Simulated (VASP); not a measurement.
Input of a VASP 6.6.1 run:

The input INCAR:

```
ALGO = Normal
DIPOL = 0.5 0.5 0.307
EDIFF = 1E-6
ENCUT = 520
GGA = PE
IDIPOL = 3
ISIF = 2
ISMEAR = 0
ISPIN = 2
LASPH = T
LCHARG = F
LDIPOL = T
LORBIT = 11
LREAL = F
LWAVE = F
MAGMOM = 0 0 0 0 0 0 0 0 0 0 0 0 1
NBANDS = 34
NELM = 150
PREC = Accurate
SIGMA = 0.1
```

File KPOINTS:

```
k-points
0
Gamma
  6 6 1
```

POSCAR

```
Al12H
1.0
    5.7143028096      0.0000000000      0.0000000000
   -2.8571514048      4.9487313980      0.0000000000
    0.0000000000      0.0000000000     21.6016424764
Al H
12 1
Direct
    0.3333333333      0.1666666667      0.1851711047
    0.3333333333      0.6666666667      0.1851711047
    0.8333333333      0.1666666667      0.1851711047
    0.8333333333      0.6666666667      0.1851711047
    0.1666666667      0.3333333333      0.2916873740
    0.1666666667      0.8333333333      0.2916873740
    0.6666666667      0.3333333333      0.2916873740
    0.6666666667      0.8333333333      0.2916873740
    0.0000000000      0.0000000000      0.3981939098
    0.0000000000      0.5000000000      0.3981939098
    0.5000000000      0.0000000000      0.3981939098
    0.5000000000      0.5000000000      0.3981939098
    0.2222222222     -0.2222222222      0.4940199565
```

Potentials or basis: VASP PAW PBE potentials, release 64 (Al, H).

Run with:

```bash
$ cat potpaw_PBE.64/Al/POTCAR potpaw_PBE.64/H/POTCAR > POTCAR
$ mpirun -np 1 vasp_std > vasp.out
```

(1) Predict the largest force.

(2) Estimate the net moment.

Answers

(1) 1.391 eV/Å.

(2) 0.00 μB per cell.
